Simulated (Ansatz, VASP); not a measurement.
# One calculation of InC2, two programs

Contents of INCAR:

```
  PREC = Accurate
  ENCUT = 520
  EDIFF = 1E-6
  ISMEAR = 0
  SIGMA = 0.1
  LREAL = False
  LASPH = True
  NELM = 150
  ALGO = Normal
  ISIF = 2
  LWAVE = False
  LCHARG = True
  ISPIN = 2
  MAGMOM = 0 0 1 1 1 1
  LORBIT = 11
  GGA = PE
  LELF = True
  LVHAR = True
  NBANDS = 34
```

Contents of KPOINTS:

```
Automatic mesh
0
Gamma
  4 4 4
```

Contents of POSCAR:

```
InC2
1.0
    5.4237645810      0.0000000000      0.0000000000
    0.0000000000      5.4237645810      0.0000000000
    0.0000000000      0.0000000000      3.8467236286
In C
2 4
Direct
    0.5000000000      0.5000000000      0.0000000000
    0.0000000000      0.0000000000      0.0000000000
    0.9167838770      0.5832161230      0.0000000000
    0.0832161230      0.4167838770      0.0000000000
    0.5832161230      0.0832161230      0.0000000000
    0.4167838770      0.9167838770      0.0000000000
```

Input for Ansatz:

```yaml
crystal:
  lattice:
    - [5.423764581, 0.0, 0.0]
    - [0.0, 5.423764581, 0.0]
    - [0.0, 0.0, 3.8467236286]
  atoms:
    - { symbol: In, position: [0.5, 0.5, 0.0] }
    - { symbol: In, position: [0.0, 0.0, 0.0] }
    - { symbol: C, position: [0.916783877, 0.583216123, 0.0], spin: 1.0 }
    - { symbol: C, position: [0.083216123, 0.416783877, 0.0], spin: 1.0 }
    - { symbol: C, position: [0.583216123, 0.083216123, 0.0], spin: 1.0 }
    - { symbol: C, position: [0.416783877, 0.916783877, 0.0], spin: 1.0 }
basis:
  ecutwfc: 420
kpoints:
  mp_grid: { grid: [4, 4, 4] }
hamiltonian:
  xc: pbe
scf:
  occupations: { method: gaussian, width: 0.1 }
  lower_state_search: "off"
output:
  forces: true
  stress: true
  eigenvalues: true
  populations: true
magnetization:
  spin_polarized: true
```

Alike in both runs: task single point; functional PBE; k mesh 4 × 4 × 4; occupations gaussian, width 0.1 eV; collinear spin.

|  | VASP | Ansatz |
| --- | --- | --- |
| version | VASP 6.6.1 | Ansatz 0.2.0 |
| potentials or method | VASP PAW PBE potentials, release 64 (In_d, C), cutoff 520 eV | scalar-relativistic, plane waves, PAW |
| valence electrons in the cell | 42 | 42 |

|  | VASP | Ansatz | Ansatz less VASP |
| --- | --- | --- | --- |
| gap on the k mesh at the Fermi level (eV) | none | none | - |
| pressure (GPa) | 0.0 | -0.1 | -0.10 |
| traceless stress, the component that is largest in VASP (GPa) | 0.09 | 0.25 | +0.161 |
| rms of the force components (eV/Å) | 0.028 | 0.013 | -0.0147 |
| net moment per atom (μB) | 0.00 | 0.00 | -0.001 |

Atom by atom the forces differ by 0.041 eV/Å (rms over components). A gap of «none» marks a metal or a gap that the smearing closes. The functional is the same, so the differences come from potentials, cutoffs and numerics. Ansatz's warnings: seeded moment not kept.

The k mesh is coarse, so the values compare programs but aren't converged.
